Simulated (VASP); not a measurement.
# CaBe2Nb2 (P4/nmm) in VASP: single point with r2SCAN

Aim: the single point of CaBe2Nb2 with r2SCAN.

Everything below comes from runs of VASP 6.6.1. Logs are shortened: lines on timing, memory, paths and dates and some standing lists are left out, and cuts for length are marked.

### 1 The cell of the first run

It takes space group P4/nmm (No. 129, tetragonal). Conventional cell: a = 3.963 Å, b = 3.963 Å, c = 9.780 Å, α = 90.00°, β = 90.00°, γ = 90.00°. Within 3.1 Å of Nb (site symmetry 4mm) lie 5 Be at 2.36 to 2.54 Å and 4 Ca at 3.03 Å. Within 3.0 Å of Nb (site symmetry -4m2) lie 4 Be at 2.25 Å and 4 Nb at 2.80 Å. Ca (site symmetry 4mm) has 9 Nb at 3.03 to 3.73 Å and 9 Be at 3.13 to 3.51 Å and 4 Ca at 3.96 Å within 4.0 Å. Be (site symmetry 4mm) has 5 Nb at 2.25 to 2.54 Å within 3.0 Å. Be (site symmetry -4m2) has 4 Nb at 2.36 Å and 4 Be at 2.80 Å and 4 Ca at 3.14 Å within 3.2 Å.

### 2 Single point, r2SCAN

POSCAR reads:

```
CaBe2Nb2
1.0
    3.9631070000      0.0000000000      0.0000000000
    0.0000000000      3.9631070000      0.0000000000
    0.0000000000      0.0000000000      9.7796070000
Nb Ca Be
4 2 4
Direct
    0.2500000000      0.2500000000      0.3680000000
    0.7500000000      0.7500000000      0.6320000000
    0.7500000000      0.2500000000      0.0000000000
    0.2500000000      0.7500000000      0.0000000000
    0.2500000000      0.2500000000      0.7490000000
    0.7500000000      0.7500000000      0.2510000000
    0.2500000000      0.2500000000      0.1080000000
    0.7500000000      0.7500000000      0.8920000000
    0.7500000000      0.2500000000      0.5000000000
    0.2500000000      0.7500000000      0.5000000000
```

INCAR.step1 reads:

```
SYSTEM = CaBe2Nb2
  PREC = Accurate
  ENCUT = 520
  ISMEAR = 0
  SIGMA = 0.0207
  LREAL = .False.
  LASPH = .True.
  NELM = 100
  NBANDS = 51
  GGA = PE
  ALGO = Normal
  EDIFF = 1E-4
  LWAVE = .True.
  LCHARG = .False.
```

INCAR.step2 reads:

```
SYSTEM = CaBe2Nb2
  PREC = Accurate
  ENCUT = 520
  EDIFF = 1E-7
  ISMEAR = 0
  SIGMA = 0.0207
  LREAL = .False.
  LASPH = .True.
  NELM = 100
  ALGO = Normal
  ISIF = 2
  LWAVE = .False.
  LCHARG = .True.
  METAGGA = R2SCAN
  LMIXTAU = .True.
  LELF = .True.
  LVHAR = .True.
  NBANDS = 51
  ISTART = 1
```

KPOINTS reads:

```
regular mesh
0
Gamma
  7 7 3
  0 0 0
```

Potentials or basis: VASP PAW PBE potentials, release 64 (Nb_sv, Ca_sv, Be).

The run is started by

```bash
$ cat potpaw_PBE.64/Nb_sv/POTCAR potpaw_PBE.64/Ca_sv/POTCAR potpaw_PBE.64/Be/POTCAR > POTCAR
$ cp INCAR.step1 INCAR
$ mpirun -np 1 vasp_std > vasp.out
$ cp INCAR.step2 INCAR
$ mpirun -np 1 vasp_std > vasp.out
```

OUTCAR:

```text
SYSTEM = CaBe2Nb2
   PREC = Accurate
   ENCUT = 520
   EDIFF = 1E-7
   ISMEAR = 0
   LREAL = .False.
   LASPH = .True.
   NELM = 100
   ISIF = 2
   METAGGA = R2SCAN
   ISTART = 1

 ion  position               nearest neighbor table
   1  0.250  0.250  0.368-   9 2.36  10 2.36  10 2.36   9 2.36   7 2.54   6 3.03   6 3.03   6 3.03
                             6 3.03
   2  0.750  0.750  0.632-   9 2.36  10 2.36   9 2.36  10 2.36   8 2.54   5 3.03   5 3.03   5 3.03
                             5 3.03
   3  0.750  0.250  0.000-   7 2.25   8 2.25   8 2.25   7 2.25   4 2.80   4 2.80   4 2.80   4 2.80

   4  0.250  0.750  0.000-   7 2.25   8 2.25   7 2.25   8 2.25   3 2.80   3 2.80   3 2.80   3 2.80

   5  0.250  0.250  0.749-   2 3.03   2 3.03   2 3.03   2 3.03
   6  0.750  0.750  0.251-   1 3.03   1 3.03   1 3.03   1 3.03
   7  0.250  0.250  0.108-   3 2.25   4 2.25   4 2.25   3 2.25   1 2.54
   8  0.750  0.750  0.892-   3 2.25   4 2.25   3 2.25   4 2.25   2 2.54
   9  0.750  0.250  0.500-   1 2.36   2 2.36   2 2.36   1 2.36
  10  0.250  0.750  0.500-   1 2.36   2 2.36   1 2.36   2 2.36

  LATTYP: Found a simple tetragonal cell.
 ALAT       =     3.9631070000
 C/A-ratio  =     2.4676616099

  Lattice vectors:

 A1 = (   3.9631070000,   0.0000000000,   0.0000000000)
 A2 = (   0.0000000000,   3.9631070000,   0.0000000000)
 A3 = (   0.0000000000,   0.0000000000,   9.7796070000)

Analysis of symmetry for initial positions (statically):
=====================================================================
 Subroutine PRICEL returns:
 Original cell was already a primitive cell.

 Routine SETGRP: Setting up the symmetry group for a
 simple tetragonal supercell.

 Subroutine GETGRP returns: Found 16 space group operations
 (whereof  4 operations were pure point group operations)
 out of a pool of 16 trial point group operations.

The static configuration has the point symmetry C_2h.
 The point group associated with its full space group is D_4h.

Analysis of symmetry for dynamics (positions and initial velocities):
=====================================================================
 Subroutine PRICEL returns:
 Original cell was already a primitive cell.

 Routine SETGRP: Setting up the symmetry group for a
 simple tetragonal supercell.

 Subroutine GETGRP returns: Found 16 space group operations
 (whereof  4 operations were pure point group operations)
 out of a pool of 16 trial point group operations.

The dynamic configuration has the point symmetry C_2h.
 The point group associated with its full space group is D_4h.

 Subroutine INISYM returns: Found 16 space group operations
 (whereof  4 operations are pure point group operations),
 and found     1 'primitive' translations

----------------------------------------------------------------------------------------

                                     Primitive cell

  volume of cell :     153.6006

  direct lattice vectors                    reciprocal lattice vectors
     3.963107000  0.000000000  0.000000000     0.252327278  0.000000000  0.000000000
     0.000000000  3.963107000  0.000000000     0.000000000  0.252327278  0.000000000
     0.000000000  0.000000000  9.779607000     0.000000000  0.000000000  0.102253598

  length of vectors
     3.963107000  3.963107000  9.779607000     0.252327278  0.252327278  0.102253598

  position of ions in fractional coordinates (direct lattice)
     0.250000000  0.250000000  0.368000000
     0.750000000  0.750000000  0.632000000
     0.750000000  0.250000000  0.000000000
     0.250000000  0.750000000  0.000000000
     0.250000000  0.250000000  0.749000000
     0.750000000  0.750000000  0.251000000
     0.250000000  0.250000000  0.108000000
     0.750000000  0.750000000  0.892000000
     0.750000000  0.250000000  0.500000000
     0.250000000  0.750000000  0.500000000

  ion indices of the primitive-cell ions
   primitive index   ion index
                 1           1
                 2           2
                 3           3
                 4           4
                 5           5
                 6           6
                 7           7
                 8           8
                 9           9
                10          10

----------------------------------------------------------------------------------------

 KPOINTS: regular mesh

Automatic generation of k-mesh.
 Grid dimensions read from file:
 generate k-points for:    7    7    3

 Generating k-lattice:

  Cartesian coordinates                     Fractional coordinates (reciprocal lattice)
     0.036046754  0.000000000  0.000000000     0.142857143  0.000000000  0.000000000
     0.000000000  0.036046754  0.000000000     0.000000000  0.142857143  0.000000000
     0.000000000  0.000000000  0.034084533     0.000000000  0.000000000  0.333333333

  Length of vectors
     0.036046754  0.036046754  0.034084533

  Shift w.r.t. Gamma in fractional coordinates (k-lattice)
     0.000000000  0.000000000  0.000000000

 Subroutine IBZKPT returns following result:
 ===========================================

 Found     20 irreducible k-points:

 Following reciprocal coordinates:
            Coordinates               Weight
  0.000000  0.000000  0.000000      1.000000
  0.142857  0.000000  0.000000      4.000000
  0.285714  0.000000  0.000000      4.000000
  0.428571  0.000000  0.000000      4.000000
  0.142857  0.142857  0.000000      4.000000
  0.285714  0.142857  0.000000      8.000000
[... 12 lines left out ...]
  0.428571  0.285714  0.333333     16.000000
  0.428571  0.428571  0.333333      8.000000
   k-points           NKPTS =     20   k-points in BZ     NKDIM =     20   number of bands    NBANDS=     51
   number of dos      NEDOS =    301   number of ions     NIONS =     10
   total plane-waves  NPLWV =  72000
   dimension x,y,z NGX =    30 NGY =   30 NGZ =   80
   dimension x,y,z NGXF=    60 NGYF=   60 NGZF=  160
   ions per type =               4   2   4
   NGX,Y,Z   is equivalent  to a cutoff of  12.58, 12.58, 13.60 a.u.
   NGXF,Y,Z  is equivalent  to a cutoff of  25.17, 25.17, 27.20 a.u.
 SYSTEM =  CaBe2Nb2
   PREC   = accura    normal or accurate (medium, high low for compatibility)
   ISTART =      1    job   : 0-new  1-cont  2-samecut
   ICHARG =      0    charge: 1-file 2-atom 10-const
   ISPIN  =      1    spin polarized calculation?
   LNONCOLLINEAR =      F non collinear calculations
   LSORBIT =      F    spin-orbit coupling
   LASPH  =      T    aspherical Exc in radial PAW
   ENCUT  =  520.0 eV  38.22 Ry    6.18 a.u.   7.37  7.37 18.18*2*pi/ulx,y,z
   NELM   =    100;   NELMIN=  2; NELMDL=  0     # of ELM steps
   EDIFF  = 0.1E-06   stopping-criterion for ELM
   LREAL  =      F    real-space projection
   EDIFFG = 0.1E-05   stopping-criterion for IOM
   NSW    =      0    number of steps for IOM
   IBRION =     -1    ionic relax: 0-MD 1-quasi-New 2-CG
   NFREE  =      0    steps in history (QN), initial steepest desc. (CG)
   ISIF   =      2    stress and relaxation
   ISYM   =      2    0-nonsym 1-usesym 2-fastsym
   POTIM  = 0.5000    time-step for ionic-motion
   TEBEG  =    0.0;   TEEND  =   0.0 temperature during run
   PSTRESS=    0.0 pullay stress
   NELECT =      80.0000    total number of electrons
   NUPDOWN=      -1.0000    fix difference up-down
   EMIN   =  10.00;   EMAX   =-10.00  energy-range for DOS
   EFERMI =   0.00;   METHOD = LEGACY
   ISMEAR =     0;   SIGMA  =   0.02  broadening in eV -4-tet -1-fermi 0-gaus
   EFERMI_NEDOS =   21; number of points for ismear=-14 and -15
   IALGO  =     38    algorithm
   IMIX   =      4    mixing-type and parameters
     AMIX     =   0.40;   BMIX     =  1.00
     AMIX_MAG =   1.60;   BMIX_MAG =  1.00
  volume/ion in A,a.u.               =      15.36       103.65
  Fermi-wavevector in a.u.,A,eV,Ry     =   1.317166  2.489083 23.605103  1.734926
  Thomas-Fermi vector in A             =   2.447226
   LORBIT       =      0    0 simple, 1 ext, 2 COOP (PROOUT), +10 PAW based schemes
   METAGGA = R2SCAN    functional components
   LHFCALC =     F    Hartree Fock is set to
   AEXX    =    0.0000 exact exchange contribution
   IVDW    =     0    specifies the selected vdW correction
   LEPSILON=     F    determine dielectric tensor
   LRPA    =     F    only Hartree local field effects (RPA)
 non-spin polarized calculation
 Gauss-broadening in eV      SIGMA  =   0.02
  energy-cutoff  :      520.00
  volume of cell :      153.60
 maximum number of plane-waves:      4189
 NGX is ok and might be reduce to    30
   NGX = 15   NGY = 15   NGZ = 37

 number of electron      80.0000000 magnetization

 Free energy of the ion-electron system (eV)
  ---------------------------------------------------
  ext. energy  EPLUGINS =         0.00000000
  ---------------------------------------------------
  free energy    TOTEN  =      -123.52996804 eV

  energy without entropy =     -123.52756941  energy(sigma->0) =     -123.52876872

 E-fermi :   7.8536     XC(G=0): -11.9308

 val. band max:        7.8374923128   @ k =   0.4286   0.4286   0.3333
 cond. band min:       7.8555325696   @ k =   0.4286   0.4286   0.0000
 fundamental gap:      0.0180402568
 Fermi energy:         7.8536019026

 k-point     1 :       0.0000    0.0000    0.0000
  band No.  band energies     occupation
      1     -48.8623      2.00000
      2     -48.8559      2.00000
      3     -48.2824      2.00000
      4     -47.9787      2.00000
      5     -33.8086      2.00000
      6     -33.8072      2.00000
[... 43 lines left out ...]
     50      11.4851      0.00000
     51      11.6149      0.00000

 k-point     2 :       0.1429    0.0000    0.0000
  band No.  band energies     occupation
      1     -48.8617      2.00000
      2     -48.8559      2.00000
      3     -48.2674      2.00000
      4     -47.9938      2.00000
      5     -33.8079      2.00000
      6     -33.8066      2.00000
[... 964 lines left out ...]
 k-point    20 :       0.4286    0.4286    0.3333
  band No.  band energies     occupation
      1     -48.8558      2.00000
      2     -48.8555      2.00000
      3     -48.1361      2.00000
      4     -48.1210      2.00000
      5     -33.7986      2.00000
      6     -33.7985      2.00000
[... 43 lines left out ...]
     50       9.7519      0.00000
     51       9.9159      0.00000

------------------------ aborting loop because EDIFF is reached ----------------------------------------

  FORCE on cell =-STRESS in cart. coord.  units (eV):
  Direction    XX          YY          ZZ          XY          YZ          ZX
  --------------------------------------------------------------------------------------
  -------------------------------------------------------------------------------------
  Total       22.7856850     22.7856850      4.4119333      0.0000000      0.0000000      0.0000000
  in kB      237.6729039    237.6729039     46.0199906      0.0000000      0.0000000      0.0000000
  external PRESSURE =     173.7885995 kB  Pullay stress =       0.0000000 kB

 VOLUME and BASIS-vectors are now :
 -----------------------------------------------------------------------------
  energy-cutoff  :      520.00
  volume of cell :      153.60
      direct lattice vectors                 reciprocal lattice vectors
     3.963107000  0.000000000  0.000000000     0.252327278  0.000000000  0.000000000
     0.000000000  3.963107000  0.000000000     0.000000000  0.252327278  0.000000000
     0.000000000  0.000000000  9.779607000     0.000000000  0.000000000  0.102253598

 POSITION                                       TOTAL-FORCE (eV/Angst)
 -----------------------------------------------------------------------------------
      0.99078      0.99078      3.59890        -0.000000     -0.000000      0.501519
      2.97233      2.97233      6.18071         0.000000     -0.000000     -0.501519
      2.97233      0.99078      0.00000        -0.000000     -0.000000     -0.000000
      0.99078      2.97233      0.00000        -0.000000      0.000000     -0.000000
      0.99078      0.99078      7.32493         0.000000      0.000000     -0.625209
      2.97233      2.97233      2.45468        -0.000000      0.000000      0.625209
      0.99078      0.99078      1.05620         0.000000     -0.000000      3.161977
      2.97233      2.97233      8.72341         0.000000     -0.000000     -3.161977
      2.97233      0.99078      4.88980         0.000000     -0.000000     -0.000000
      0.99078      2.97233      4.88980         0.000000     -0.000000     -0.000000
 -----------------------------------------------------------------------------------
    total drift:                                0.000000      0.000000      0.000000

  FREE ENERGIE OF THE ION-ELECTRON SYSTEM (eV)
  ---------------------------------------------------
  free  energy   TOTEN  =      -123.5299680383 eV

  energy  without entropy=     -123.5275694115  energy(sigma->0) =     -123.52876872
```

Run time: 14 min. Hardware: 1 thread of Intel Xeon Platinum 8259CL at 2.50GHz (Skylake/Cascade Lake), shared host; peak memory 0.36 GiB.

Results:

```yaml
Free_energy: -123.5300 eV
Pressure: 17.4 GPa
Largest_force: 3.162 eV/Å
Band_gap_on_the_k_mesh: zero (bands 40 and 41 overlap by 0.76 eV)
```

Forces in eV/Å, atoms in the order of the input:
```
Nb   0.000  0.000  0.502
Nb   0.000  0.000 -0.502
Nb   0.000  0.000  0.000
Nb   0.000  0.000  0.000
Ca   0.000  0.000 -0.625
Ca   0.000  0.000  0.625
Be   0.000  0.000  3.162
Be   0.000  0.000 -3.162
Be   0.000  0.000  0.000
Be   0.000  0.000  0.000
```

Stress tensor (GPa, compression positive):
```
23.77  0.00  0.00
 0.00 23.77  0.00
 0.00  0.00  4.60
```

Caveat: the stress differs along the axes, from 5 to 24 GPa; the PAW data sets were made with another functional, which shifts forces and pressure a little.
